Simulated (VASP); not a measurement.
Here is a VASP 6.6.1 calculation.

The input INCAR:

```
SYSTEM = RbHg
  PREC = Accurate
  ENCUT = 600
  EDIFF = 1E-7
  ISMEAR = 0
  SIGMA = 0.1
  LREAL = .False.
  LASPH = .True.
  NELM = 60
  ALGO = Fast
  ISIF = 3
  LWAVE = .False.
  LCHARG = .False.
  GGA = PE
  IBRION = 2
  NSW = 90
  EDIFFG = -0.04
```

KPOINTS

```
regular mesh
0
Gamma
  4 4 4
  0 0 0
```

Contents of POSCAR:

```
RbHg
1.0
    3.0154737735     -3.3039631326      0.0000000000
    3.0154737735      3.3039631326      0.0000000000
    0.0000000000      0.0000000000      6.9372209138
Rb Hg
2 2
Direct
    0.7500000000      0.2500000000      0.7500000000
    0.2500000000      0.7500000000      0.2500000000
    0.7500000000      0.7500000000      0.0000000000
    0.2500000000      0.2500000000      0.0000000000
```

Potentials or basis: VASP PAW PBE potentials, release 64 (Rb_sv, Hg).

Launch:

```bash
$ cat potpaw_PBE.64/Rb_sv/POTCAR potpaw_PBE.64/Hg/POTCAR > POTCAR
$ mpirun -np 1 vasp_std > vasp.out
```

Task: Estimate the relaxed volume.

Result: 57.04 Å³/atom.

Task: Predict the band gap on the k mesh.

Result: Zero (bands 21 and 22 overlap by 1.24 eV).

Task: Estimate the relaxed cell.

Result: a = 5.024 Å, b = 5.024 Å, c = 9.226 Å, α = 90.00°, β = 90.00°, γ = 101.56°.

Stress tensor (GPa, compression positive):
```
 0.01  0.00  0.00
 0.00 -0.09  0.00
 0.00  0.00  0.10
```

Caveat: the volume moved by over 15 % at a fixed basis, so the end points are rough; spin-orbit coupling is left out, which moves the levels of the heavy elements.
